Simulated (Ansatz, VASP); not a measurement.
## ZnSe: VASP beside Ansatz

```
Zn Se
1.0
     0.00000    2.78386    2.78386
     2.78386    0.00000    2.78386
     2.78386    2.78386    0.00000
Zn Se
1 1
Cartesian
  0.0000 0.0000 0.0000
  1.3919 1.3919 1.3919
```

Alike in both runs: functional LDA; k mesh 8 × 8 × 8; occupations gaussian, width 0.02 eV; no spin polarisation.

Ansatz relaxed the structure, and its values are those at the end. VASP's run is a single point on that final structure, the one shown.

|  | VASP | Ansatz |
| --- | --- | --- |
| version | VASP 6.6.1 | Ansatz 0.2.0 |
| potentials or method | VASP PAW LDA potentials, release 64 (Zn, Se), cutoff 500 eV | scalar-relativistic, plane waves, PAW |
| valence electrons in the cell | 18 | 28 |

|  | VASP | Ansatz | Ansatz less VASP |
| --- | --- | --- | --- |
| gap on the k mesh at the Fermi level (eV) | 1.29 | 1.25 | -0.040 |
| least direct gap on the mesh (eV) | 1.29 | 1.25 | -0.040 |
| pressure (GPa) | 0.4 | 0.0 | -0.37 |

LDA's correlation is that of Perdew and Zunger in VASP and of Perdew and Wang (1992) in Ansatz. VASP's potentials hold 18 valence electrons a cell and Ansatz's 28, so a difference there can come from the potentials and not from the codes.
